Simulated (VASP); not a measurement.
Write the native input for VASP 6.6.1 that does the following.

| Property | Result |
| --- | --- |
| Task | single point |
| Functional | PBE |
| Potentials or basis | VASP PAW PBE potentials, release 64 (Ag) |
| Cutoff | 520 eV |
| k mesh | 18 × 18 × 18 |
| Occupations | gaussian, width 0.1 eV |
| Spin | no spin polarisation |
| Dipole correction | no |
| Further INCAR settings | ALGO = Normal; EDIFF = 1e-07; NBANDS = 12 |

The structure of Ag lies in POSCAR:

```
Ag
1.0
    0.0000000000      2.0898933138      2.0898933138
    2.0898933138      0.0000000000      2.0898933138
    2.0898933138      2.0898933138      0.0000000000
Ag
1
Direct
    0.0000000000      0.0000000000      0.0000000000
```

One way to write it, as run:

INCAR

```
SYSTEM = Ag
PREC = Accurate
ENCUT = 520
EDIFF = 1E-7
ISMEAR = 0
SIGMA = 0.1
LREAL = .False.
LASPH = .True.
NELM = 100
ALGO = Normal
ISIF = 2
LWAVE = .False.
LCHARG = .True.
GGA = PE
LELF = .True.
LVHAR = .True.
NBANDS = 12
```

KPOINTS

```
regular mesh
0
Gamma
  18 18 18
  0 0 0
```

Potentials or basis: VASP PAW PBE potentials, release 64 (Ag).

The run is started by

```console
$ cat potpaw_PBE.64/Ag/POTCAR > POTCAR
$ mpirun -np 1 vasp_std > vasp.out
```

Results of the run:

```json
{
 "Pressure": "-2.1 GPa"
}
```

Run time: 20 s on 1 thread of Intel(R) Xeon(R) Platinum 8488C (Sapphire Rapids) (shared host), peak memory 0.17 GiB.
